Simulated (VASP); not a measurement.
# BAs (F-43m) in VASP: notebook

BAs is run at these levels: revPBE+D3(BJ), PBE+D3(BJ); tasks: single point.

All numbers are computed with VASP 6.6.1; they aren't measurements. Logs are shortened: lines on timing, memory, paths and dates and some standing lists are left out, and cuts for length are marked.

## Step 1: The cell of the first run

It takes space group F-43m (No. 216, cubic). Conventional cell: a = 4.711 Å, b = 4.711 Å, c = 4.711 Å, α = 90.00°, β = 90.00°, γ = 90.00°. Within 2.7 Å of B (site symmetry -43m) lie 4 As at 2.04 Å. Within 2.7 Å of As (site symmetry -43m) lie 4 B at 2.04 Å.

## Step 2: Single point, revPBE+D3(BJ) (volume scaled by 0.98)

Contents of INCAR:

```
PREC = Accurate ; ENCUT = 500
EDIFF = 1E-6 ; ISMEAR = 0
SIGMA = 0.05 ; LREAL = F
LASPH = T ; NELM = 120
ALGO = Normal ; ISIF = 2
LWAVE = F ; LCHARG = F
GGA = RE ; IVDW = 12
NBANDS = 11 ; GGA_COMPAT = F
```

Contents of KPOINTS:

```
Automatic mesh
0
Gamma
  8 8 8
```

Contents of POSCAR:

```
BAs
1.0
    0.0000000000      2.3552787918      2.3552787918
    2.3552787918      0.0000000000      2.3552787918
    2.3552787918      2.3552787918      0.0000000000
B As
1 1
Direct
    0.0000000000      0.0000000000      0.0000000000
    0.7500000000      0.7500000000      0.7500000000
```

Potentials or basis: VASP PAW PBE potentials, release 64 (B, As).

Launch:

```bash
$ cat potpaw_PBE.64/B/POTCAR potpaw_PBE.64/As/POTCAR > POTCAR
$ mpirun -np 1 vasp_std > vasp.out
```

OUTCAR:

```text
PREC = Accurate
   ENCUT = 500
   EDIFF = 1E-6
   ISMEAR = 0
   LREAL = F
   LASPH = T
   NELM = 120
   ISIF = 2
   GGA = RE
   IVDW = 12
 IVDW          = 12

 ion  position               nearest neighbor table
   1  0.000  0.000  0.000-   2 2.04   2 2.04   2 2.04   2 2.04
   2  0.750  0.750  0.750-   1 2.04   1 2.04   1 2.04   1 2.04

  LATTYP: Found a face centered cubic cell.
 ALAT       =     4.7105575836

  Lattice vectors:

 A1 = (   0.0000000000,   2.3552787918,   2.3552787918)
 A2 = (   2.3552787918,   0.0000000000,   2.3552787918)
 A3 = (   2.3552787918,   2.3552787918,   0.0000000000)

Analysis of symmetry for initial positions (statically):
=====================================================================
 Subroutine PRICEL returns:
 Original cell was already a primitive cell.

 Routine SETGRP: Setting up the symmetry group for a
 face centered cubic supercell.

 Subroutine GETGRP returns: Found 24 space group operations
 (whereof 24 operations were pure point group operations)
 out of a pool of 48 trial point group operations.

The static configuration has the point symmetry T_d .

Analysis of symmetry for dynamics (positions and initial velocities):
=====================================================================
 Subroutine PRICEL returns:
 Original cell was already a primitive cell.

 Routine SETGRP: Setting up the symmetry group for a
 face centered cubic supercell.

 Subroutine GETGRP returns: Found 24 space group operations
 (whereof 24 operations were pure point group operations)
 out of a pool of 48 trial point group operations.

The dynamic configuration has the point symmetry T_d .

 Subroutine INISYM returns: Found 24 space group operations
 (whereof 24 operations are pure point group operations),
 and found     1 'primitive' translations

----------------------------------------------------------------------------------------

                                     Primitive cell

  volume of cell :      26.1311

  direct lattice vectors                    reciprocal lattice vectors
     0.000000000  2.355278792  2.355278792    -0.212289094  0.212289094  0.212289094
     2.355278792  0.000000000  2.355278792     0.212289094 -0.212289094  0.212289094
     2.355278792  2.355278792  0.000000000     0.212289094  0.212289094 -0.212289094

  length of vectors
     3.330867211  3.330867211  3.330867211     0.367695496  0.367695496  0.367695496

  position of ions in fractional coordinates (direct lattice)
     0.000000000  0.000000000  0.000000000
     0.750000000  0.750000000  0.750000000

  ion indices of the primitive-cell ions
   primitive index   ion index
                 1           1
                 2           2

----------------------------------------------------------------------------------------

 KPOINTS: Automatic mesh

Automatic generation of k-mesh.
 Grid dimensions read from file:
 generate k-points for:    8    8    8

 Generating k-lattice:

  Cartesian coordinates                     Fractional coordinates (reciprocal lattice)
    -0.026536137  0.026536137  0.026536137     0.125000000  0.000000000  0.000000000
     0.026536137 -0.026536137  0.026536137     0.000000000  0.125000000  0.000000000
     0.026536137  0.026536137 -0.026536137     0.000000000  0.000000000  0.125000000

  Length of vectors
     0.045961937  0.045961937  0.045961937

  Shift w.r.t. Gamma in fractional coordinates (k-lattice)
     0.000000000  0.000000000  0.000000000

 Subroutine IBZKPT returns following result:
 ===========================================

 Found     29 irreducible k-points:

 Following reciprocal coordinates:
            Coordinates               Weight
  0.000000  0.000000  0.000000      1.000000
  0.125000  0.000000  0.000000      8.000000
  0.250000  0.000000  0.000000      8.000000
  0.375000  0.000000  0.000000      8.000000
  0.500000  0.000000  0.000000      4.000000
  0.125000  0.125000  0.000000      6.000000
[... 16 lines left out ...]
  0.500000  0.250000  0.125000     48.000000
 -0.375000  0.250000  0.125000     24.000000
 [... further k-points ...]
   k-points           NKPTS =     29   k-points in BZ     NKDIM =     29   number of bands    NBANDS=     11
   number of dos      NEDOS =    301   number of ions     NIONS =      2
   total plane-waves  NPLWV =  13824
   dimension x,y,z NGX =    24 NGY =   24 NGZ =   24
   dimension x,y,z NGXF=    48 NGYF=   48 NGZF=   48
   ions per type =               1   1
   NGX,Y,Z   is equivalent  to a cutoff of  11.98, 11.98, 11.98 a.u.
   NGXF,Y,Z  is equivalent  to a cutoff of  23.96, 23.96, 23.96 a.u.
 SYSTEM =  unknown system
   PREC   = accura    normal or accurate (medium, high low for compatibility)
   ISTART =      0    job   : 0-new  1-cont  2-samecut
   ICHARG =      2    charge: 1-file 2-atom 10-const
   ISPIN  =      1    spin polarized calculation?
   LNONCOLLINEAR =      F non collinear calculations
   LSORBIT =      F    spin-orbit coupling
   LASPH  =      T    aspherical Exc in radial PAW
   ENCUT  =  500.0 eV  36.75 Ry    6.06 a.u.   6.07  6.07  6.07*2*pi/ulx,y,z
   NELM   =    120;   NELMIN=  2; NELMDL= -5     # of ELM steps
   EDIFF  = 0.1E-05   stopping-criterion for ELM
   LREAL  =      F    real-space projection
   EDIFFG = 0.1E-04   stopping-criterion for IOM
   NSW    =      0    number of steps for IOM
   IBRION =     -1    ionic relax: 0-MD 1-quasi-New 2-CG
   NFREE  =      0    steps in history (QN), initial steepest desc. (CG)
   ISIF   =      2    stress and relaxation
   ISYM   =      2    0-nonsym 1-usesym 2-fastsym
   POTIM  = 0.5000    time-step for ionic-motion
   TEBEG  =    0.0;   TEEND  =   0.0 temperature during run
   PSTRESS=    0.0 pullay stress
   NELECT =       8.0000    total number of electrons
   NUPDOWN=      -1.0000    fix difference up-down
   EMIN   =  10.00;   EMAX   =-10.00  energy-range for DOS
   EFERMI =   0.00;   METHOD = LEGACY
   ISMEAR =     0;   SIGMA  =   0.05  broadening in eV -4-tet -1-fermi 0-gaus
   EFERMI_NEDOS =   21; number of points for ismear=-14 and -15
   IALGO  =     38    algorithm
   IMIX   =      4    mixing-type and parameters
     AMIX     =   0.40;   BMIX     =  1.00
     AMIX_MAG =   1.60;   BMIX_MAG =  1.00
  volume/ion in A,a.u.               =      13.07        88.17
  Fermi-wavevector in a.u.,A,eV,Ry     =   1.103365  2.085057 16.563925  1.217414
  Thomas-Fermi vector in A             =   2.239822
   LORBIT       =      0    0 simple, 1 ext, 2 COOP (PROOUT), +10 PAW based schemes
   GGA     = RE    functional components
   LHFCALC =     F    Hartree Fock is set to
   AEXX    =    0.0000 exact exchange contribution
   IVDW    =    12    specifies the selected vdW correction
   LEPSILON=     F    determine dielectric tensor
   LRPA    =     F    only Hartree local field effects (RPA)
 non-spin polarized calculation
 Gauss-broadening in eV      SIGMA  =   0.05
  energy-cutoff  :      500.00
  volume of cell :       26.13
 maximum number of plane-waves:       684
   NGX = 13   NGY = 13   NGZ = 13

 number of electron       8.0000001 magnetization

 Free energy of the ion-electron system (eV)
  ---------------------------------------------------
  ext. energy  EPLUGINS =         0.00000000
  ---------------------------------------------------
  free energy    TOTEN  =       -10.78538061 eV

  energy without entropy =      -10.78538061  energy(sigma->0) =      -10.78538061

 E-fermi :   6.8836     XC(G=0): -10.7112

 val. band max:        6.6793288780   @ k =   0.0000   0.0000   0.0000
 cond. band min:       7.8421427324   @ k =   0.3750   0.3750   0.0000
 fundamental gap:      1.1628138544
 Fermi energy:         6.8836105375

 k-point     1 :       0.0000    0.0000    0.0000
  band No.  band energies     occupation
      1      -9.1208      2.00000
      2       6.6793      2.00000
      3       6.6793      2.00000
      4       6.6793      2.00000
      5      10.0067      0.00000
      6      10.0067      0.00000
      7      10.0067      0.00000
      8      11.9224      0.00000
      9      16.5684      0.00000
     10      19.7491      0.00000
     11      19.7491      0.00000

 k-point     2 :       0.1250    0.0000    0.0000
  band No.  band energies     occupation
      1      -8.8544      2.00000
      2       4.6673      2.00000
      3       6.2183      2.00000
      4       6.2183      2.00000
      5      10.2454      0.00000
      6      10.6113      0.00000
      7      10.6113      0.00000
      8      13.0795      0.00000
      9      17.5569      0.00000
     10      18.3774      0.00000
     11      18.3774      0.00000

 k-point     3 :       0.2500    0.0000    0.0000
  band No.  band energies     occupation
      1      -8.0769      2.00000
      2       1.5956      2.00000
      3       5.4774      2.00000
      4       5.4774      2.00000
      5       9.9796      0.00000
      6      11.4256      0.00000
      7      11.4256      0.00000
      8      14.9162      0.00000
      9      18.0005      0.00000
     10      18.0005      0.00000
     11      18.2812      0.00000

 k-point     4 :       0.3750    0.0000    0.0000
  band No.  band energies     occupation
      1      -6.9113      2.00000
      2      -1.0909      2.00000
      3       4.9594      2.00000
      4       4.9594      2.00000
      5       9.7218      0.00000
      6      11.5726      0.00000
      7      11.5726      0.00000
      8      15.6947      0.00000
      9      18.8975      0.00000
     10      19.5575      0.00000
     11      19.5575      0.00000

 k-point     5 :       0.5000    0.0000    0.0000
  band No.  band energies     occupation
      1      -6.0877      2.00000
      2      -2.4370      2.00000
      3       4.7804      2.00000
      4       4.7804      2.00000
      5       9.6304      0.00000
      6      11.5055      0.00000
      7      11.5055      0.00000
      8      15.6856      0.00000
      9      19.8152      0.00000
     10      21.5820      0.00000
     11      21.5820      0.00000
[... 211 lines left out ...]
 k-point    21 :       0.5000    0.5000    0.0000
  band No.  band energies     occupation
      1      -4.6892      2.00000
      2      -2.1246      2.00000
      3       2.4135      2.00000
      4       2.4135      2.00000
      5       8.0525      0.00000
      6       8.1141      0.00000
      7      18.5004      0.00000
      8      18.5004      0.00000
      9      20.0274      0.00000
     10      24.7566      0.00000
     11      24.8498      0.00000

 k-point    22 :       0.3750    0.2500    0.1250
  band No.  band energies     occupation
      1      -7.3956      2.00000
      2       1.3755      2.00000
      3       2.7914      2.00000
      4       4.5732      2.00000
      5       9.9665      0.00000
      6      12.1591      0.00000
      7      12.6899      0.00000
      8      14.1020      0.00000
      9      17.6669      0.00000
     10      20.3224      0.00000
     11      21.3519      0.00000

 k-point    23 :       0.5000    0.2500    0.1250
  band No.  band energies     occupation
      1      -6.2670      2.00000
      2      -0.6946      2.00000
      3       2.0666      2.00000
      4       3.8162      2.00000
      5      10.6120      0.00000
      6      11.8942      0.00000
      7      13.3947      0.00000
      8      14.9916      0.00000
      9      18.3698      0.00000
     10      20.3526      0.00000
     11      22.6175      0.00000

 k-point    24 :      -0.3750    0.2500    0.1250
  band No.  band energies     occupation
      1      -5.4832      2.00000
      2      -1.9017      2.00000
      3       1.9527      2.00000
      4       3.4594      2.00000
      5      10.7314      0.00000
      6      11.5703      0.00000
      7      14.3933      0.00000
      8      15.9896      0.00000
      9      17.2555      0.00000
     10      21.1617      0.00000
     11      22.2829      0.00000

 [... further k-points ...]

------------------------ aborting loop because EDIFF is reached ----------------------------------------

 Edisp (eV)   -1.35936

 E8    (eV) :    -0.9145

  FORCE on cell =-STRESS in cart. coord.  units (eV):
  Direction    XX          YY          ZZ          XY          YZ          ZX
  --------------------------------------------------------------------------------------
  -------------------------------------------------------------------------------------
  Total       0.60903     0.60903     0.60903     0.00000     0.00000    -0.00000
  in kB      37.34145    37.34145    37.34145     0.00000     0.00000    -0.00000
  external pressure =       37.34 kB  Pullay stress =        0.00 kB

 VOLUME and BASIS-vectors are now :
 -----------------------------------------------------------------------------
  energy-cutoff  :      500.00
  volume of cell :       26.13
      direct lattice vectors                 reciprocal lattice vectors
     0.000000000  2.355278792  2.355278792    -0.212289094  0.212289094  0.212289094
     2.355278792  0.000000000  2.355278792     0.212289094 -0.212289094  0.212289094
     2.355278792  2.355278792  0.000000000     0.212289094  0.212289094 -0.212289094

 POSITION                                       TOTAL-FORCE (eV/Angst)
 -----------------------------------------------------------------------------------
      0.00000      0.00000      0.00000         0.000000      0.000000     -0.000000
      3.53292      3.53292      3.53292        -0.000000     -0.000000      0.000000
 -----------------------------------------------------------------------------------
    total drift:                               -0.000000     -0.000000     -0.000000

  FREE ENERGIE OF THE ION-ELECTRON SYSTEM (eV)
  ---------------------------------------------------
  free  energy   TOTEN  =       -12.1447410784 eV

  energy  without entropy=      -12.1447410784  energy(sigma->0) =      -12.14474108
```

Run time: 11 s. Hardware: 1 thread of Intel Xeon 8259CL, shared host; peak memory 0.15 GiB.

What came out:

```
Free energy                : -12.1447 eV
Pressure                   : 3.7 GPa
Band gap on the k mesh     : 1.16 eV, indirect (least direct gap 3.33 eV)
Dispersion energy per atom : -0.680 eV
```

Levels at points of the mesh, in eV from the valence-band top:
| k point | band 2 | band 3 | band 4 | band 5 | band 6 | band 7 |
| --- | --- | --- | --- | --- | --- | --- |
| (0.00, 0.00, 0.00) | 0.00 | 0.00 | 0.00 | 3.33 | 3.33 | 3.33 |
| (0.50, 0.00, 0.00) | -9.12 | -1.90 | -1.90 | 2.95 | 4.83 | 4.83 |
| (0.50, 0.50, 0.00) | -8.80 | -4.27 | -4.27 | 1.37 | 1.43 | 11.82 |

Caveat: the PAW data sets were made with another functional, which shifts forces and pressure a little. A k mesh can miss the band edges.

(Part 1 of 3 ends here.)
